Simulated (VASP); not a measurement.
Crystal: BN.

```
CELL_PARAMETERS angstrom
0.00000 1.85897 1.85897
1.85897 0.00000 1.85897
1.85897 1.85897 0.00000
ATOMIC_POSITIONS crystal
B 0.00000 0.00000 0.00000
N 0.25000 0.25000 0.25000
```

This cell differs from its parent crystal: strain +3.0%.

Base run:

- Program: VASP 6.6.1
- Functional: r2SCAN
- Potentials or basis: VASP PAW PBE potentials, release 64 (B, N)
- Cutoff: 520 eV
- k mesh: 12 × 12 × 12
- Occupations: gaussian, width 0.01 eV
- Spin: no spin polarisation

Its results: band gap on the k mesh 4.87 eV, indirect (least direct gap 9.11 eV); pressure -28.7 GPa.

**Question.** The run is repeated on the same cell with these changes: functional from r2SCAN to PBE; occupations from gaussian, width 0.01 eV to fermi-dirac, width 0.02 eV. What comes out?

**Answer.** Band gap on the k mesh 4.37 eV, indirect (least direct gap 8.42 eV); pressure -24.5 GPa.

Caveats: the PAW data sets were made with another functional, which shifts forces and pressure a little (some runs).

A k mesh can miss the band edges.
